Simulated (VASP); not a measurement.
Set up this calculation in VASP 6.6.1, as the native input.

```
Task                   : single point
Functional             : PBE
Dispersion             : D3(BJ)
Potentials or basis    : VASP PAW PBE potentials, release 64 (Ba_sv, Ti_sv, O)
Cutoff                 : 520 eV
k mesh                 : 2 × 2 × 1
Occupations            : fermi-dirac, width 0.05 eV
Spin                   : no spin polarisation
Dipole correction      : no
Further INCAR settings : LREAL = Auto; ALGO = Normal; EDIFF = 1e-07; NBANDS = 73
```

The structure of BaTiO3 lies in POSCAR:

```
BaTiO3
1.0
    5.6546840000      0.0000000000      0.0000000000
   -2.8273420000      4.8971000000      0.0000000000
    0.0000000000      0.0000000000     16.7216630000
Ba Ti O
3 3 9
Direct
    0.0000000000      0.0000000000      0.0598026644
    0.7000931075      0.3371383063      0.1706469028
    0.3382584953      0.7311265851      0.3247165070
    0.3333299300      0.6666598599      0.1246765947
    0.0071861983      0.0041861510      0.2733400380
    0.6792553282      0.3774478773      0.3912051092
    0.4971003247      0.9942006494      0.0657111676
    0.0058001900      0.5029098854      0.0657111676
    0.4971096955      0.5029098854      0.0657111676
    0.2168307654      0.3648690041      0.2196791073
    0.7113780251      0.8947336179      0.2190810806
    0.1635483829      0.8507688224      0.2065344816
    0.8471113440      0.7174041780      0.3562803532
    0.3284744697      0.2041208062      0.3702921175
    0.8121490399      0.1838639195      0.3551680237
```

One way to write it, as run:

INCAR

```
PREC = Accurate
ENCUT = 520
EDIFF = 1E-7
ISMEAR = -1
SIGMA = 0.05
LREAL = Auto
LASPH = T
NELM = 100
ALGO = Normal
ISIF = 2
LWAVE = F
LCHARG = F
GGA = PE
IVDW = 12
NBANDS = 73
```

KPOINTS

```
regular mesh
0
Gamma
  2 2 1
```

Potentials or basis: VASP PAW PBE potentials, release 64 (Ba_sv, Ti_sv, O).

The run is started by

```sh
$ cat potpaw_PBE.64/Ba_sv/POTCAR potpaw_PBE.64/Ti_sv/POTCAR potpaw_PBE.64/O/POTCAR > POTCAR
$ mpirun -np 1 vasp_std > vasp.out
```

It gave:

- Largest force: 4.137 eV/Å
- Band gap on the k mesh: 0.09 eV, direct
- Dispersion energy per atom: -0.173 eV

Caveat: the k points lie up to 0.64 Å⁻¹ apart; spin-orbit coupling is left out, which moves the levels of the heavy elements.

It took 7 min on 1 thread of Intel(R) Xeon(R) Platinum 8259CL CPU @ 2.50GHz (Skylake/Cascade Lake), on a shared host, peak memory 0.53 GiB.
